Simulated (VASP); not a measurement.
Set up this calculation in VASP 6.6.1, as the native input.

- Task: single point
- Functional: PBEsol
- Potentials or basis: VASP PAW PBE potentials, release 64 (In_d, Se)
- Cutoff: 520 eV
- k mesh: 8 × 8 × 8
- Occupations: fermi-dirac, width 0.05 eV
- Spin: no spin polarisation
- Dipole correction: no
- Further INCAR settings: ALGO = Normal; EDIFF = 1e-06; NBANDS = 27

The structure of InSe lies in POSCAR:

```
InSe
1.0
    1.8082032784      1.0439666495      7.5725295809
   -1.8082032784      1.0439666495      7.5725295809
    0.0000000000     -2.0879332991      7.5725295809
In Se
2 2
Direct
    0.8874191942      0.8874191942      0.8874191942
    0.0008821319      0.0008821319      0.0008821319
    0.1594020967      0.1594020967      0.1594020967
    0.3962965773      0.3962965773      0.3962965773
```

These files were run (other wordings do the same):

INCAR

```
PREC = Accurate
ENCUT = 520
EDIFF = 1E-6
ISMEAR = -1
SIGMA = 0.05
LREAL = False
LASPH = True
NELM = 80
ALGO = Normal
ISIF = 2
LWAVE = False
LCHARG = True
GGA = PS
LELF = True
LVHAR = True
NBANDS = 27
```

KPOINTS

```
Automatic mesh
0
Gamma
  8 8 8
```

Potentials or basis: VASP PAW PBE potentials, release 64 (In_d, Se).

Run with:

```sh
$ cat potpaw_PBE.64/In_d/POTCAR potpaw_PBE.64/Se/POTCAR > POTCAR
$ mpirun -np 1 vasp_std > vasp.out
```

It gave:

| Quantity | Value |
| --- | --- |
| Pressure | 20.2 GPa |
| Largest force | 0.028 eV/Å |
| Band gap on the k mesh | 0.35 eV (least direct gap 1.44 eV) |

Caveat: the cell stands under pressure; the PAW data sets were made with another functional, which shifts forces and pressure a little; spin-orbit coupling is left out, which moves the levels of the heavy elements.

Wall time 5.1 min on 1 thread of Intel(R) Xeon(R) Platinum 8488C (Sapphire Rapids) (shared host), peak memory 0.51 GiB.
